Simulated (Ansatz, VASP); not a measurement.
**Two plane-wave programs on CaO**

File POSCAR:

```
CaO
1.0
    2.8950463669     -0.0196877743     -0.0079784168
   -0.0196877743      2.9092674741     -0.0024251481
   -0.0079784168     -0.0024251481      2.8968330609
Ca O
1 1
Direct
    0.0215040900      0.0595005188      0.0383881514
    0.4784959100      0.4404994812      0.4616118486
```

INCAR.step1

```
SYSTEM = CaO
PREC = Accurate
ENCUT = 520
ISMEAR = 0
SIGMA = 0.05
LREAL = .False.
LASPH = .True.
NELM = 80
NBANDS = 15
GGA = PE
ALGO = Normal
EDIFF = 1E-4
LWAVE = .True.
LCHARG = .False.
```

The input INCAR.step2:

```
SYSTEM = CaO
PREC = Accurate
ENCUT = 520
EDIFF = 1E-7
ISMEAR = 0
SIGMA = 0.05
LREAL = .False.
LASPH = .True.
NELM = 80
ALGO = Normal
ISIF = 2
LWAVE = .False.
LCHARG = .False.
METAGGA = R2SCAN
LMIXTAU = .True.
NBANDS = 15
ISTART = 1
```

File KPOINTS:

```
regular mesh
0
Gamma
  8 8 8
  0 0 0
```

Input for Ansatz:

```yaml
crystal:
  lattice:
    - [2.8950463669, -0.0196877743, -0.0079784168]
    - [-0.0196877743, 2.9092674741, -0.0024251481]
    - [-0.0079784168, -0.0024251481, 2.8968330609]
  atoms:
    - { symbol: Ca, position: [0.02150409, 0.0595005188, 0.0383881514] }
    - { symbol: O, position: [0.47849591, 0.4404994812, 0.4616118486] }
basis:
  ecutwfc: 500
  ecutrho_ratio: 4
kpoints:
  mp_grid: { grid: [8, 8, 8] }
hamiltonian:
  xc: r2scan
scf:
  occupations: { method: gaussian, width: 0.05 }
output:
  forces: true
  stress: true
  eigenvalues: true
```

Change from the starting cell: all atoms moved at random (sigma 0.15 Å), cell strained at random (1 %).

Alike in both runs: task single point; functional r2SCAN; k mesh 8 × 8 × 8; occupations gaussian, width 0.05 eV; no spin polarisation.

|  | VASP | Ansatz |
| --- | --- | --- |
| version | VASP 6.6.1 | Ansatz 0.2.0 |
| potentials or method | VASP PAW PBE potentials, release 64 (Ca_sv, O), cutoff 520 eV | scalar-relativistic, plane waves, PAW |
| valence electrons in the cell | 16 | 16 |

|  | VASP | Ansatz | Ansatz less VASP |
| --- | --- | --- | --- |
| gap on the k mesh at the Fermi level (eV) | 4.39 | 4.39 | +0.004 |
| least direct gap on the mesh (eV) | 4.50 | 4.51 | +0.009 |
| pressure (GPa) | 11.4 | 9.9 | -1.48 |
| traceless stress, the component that is largest in VASP (GPa) | 7.23 | 6.78 | -0.450 |
| rms of the force components (eV/Å) | 0.884 | 0.801 | -0.0836 |

VASP's potentials were made for PBE, not for r2SCAN. Atom by atom the forces differ by 0.084 eV/Å (rms over components).
